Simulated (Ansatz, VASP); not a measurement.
ZnS: VASP beside Ansatz

The input POSCAR:

```
ZnS
1.0
    0.0000000000      2.6208066996      2.6208066996
    2.6208066996      0.0000000000      2.6208066996
    2.6208066996      2.6208066996      0.0000000000
Zn S
1 1
Direct
    0.0000000000      0.0000000000      0.0000000000
    0.2500000000      0.2500000000      0.2500000000
```

The input INCAR.step1:

```
PREC = Accurate ; ENCUT = 520
ISMEAR = 0 ; SIGMA = 0.01
LREAL = F ; LASPH = T
NELM = 80 ; NBANDS = 16
GGA = PE ; ALGO = Normal
EDIFF = 1E-4 ; LWAVE = T
LCHARG = F
```

Contents of INCAR.step2:

```
PREC = Accurate ; ENCUT = 520
EDIFF = 1E-6 ; ISMEAR = 0
SIGMA = 0.01 ; LREAL = F
LASPH = T ; NELM = 80
ALGO = Normal ; ISIF = 2
LWAVE = F ; LCHARG = F
METAGGA = R2SCAN ; LMIXTAU = T
NBANDS = 16 ; ISTART = 1
```

The input KPOINTS:

```
Automatic mesh
0
Gamma
  8 8 8
```

Input for Ansatz:

```yaml
crystal:
  lattice:
    - [0.0, 2.6208066996, 2.6208066996]
    - [2.6208066996, 0.0, 2.6208066996]
    - [2.6208066996, 2.6208066996, 0.0]
  atoms:
    - { symbol: Zn, position: [0.0, 0.0, 0.0] }
    - { symbol: S, position: [0.25, 0.25, 0.25] }
kpoints:
  mp_grid: { grid: [8, 8, 8] }
  band_path:
    path:
      - [0.0, 0.0, 0.0]
      - [-0.5, -0.5, 0.0]
      - [-0.375, -0.375, 0.25]
      - [-0.375, 0.0, 0.375]
      - [0.0, 0.0, 0.5]
      - [-0.5, -0.25, 0.25]
    npoints: 1
hamiltonian:
  xc: r2scan
scf:
  occupations: { method: fixed }
  n_extra_bands: 4
output:
  forces: true
  stress: true
  eigenvalues: true
```

Change from the starting cell: hydrostatic strain -2.7%.

Alike in both runs: task single point; functional r2SCAN; k mesh 8 × 8 × 8; no spin polarisation.

|  | VASP | Ansatz |
| --- | --- | --- |
| version | VASP 6.6.1 | Ansatz 0.2.0 |
| potentials or method | VASP PAW PBE potentials, release 64 (Zn, S) | plane waves, PAW |
| plane-wave cutoff (eV) | 520 | 500 |
| occupations | gaussian, width 0.01 eV | fixed |
| valence electrons in the cell | 18 | 18 |

|  | VASP | Ansatz | Ansatz less VASP |
| --- | --- | --- | --- |
| gap on the k mesh at the Fermi level (eV) | 3.11 | 3.09 | -0.019 |
| pressure (GPa) | 7.9 | 7.8 | -0.04 |

VASP's potentials were made for PBE, not for r2SCAN.
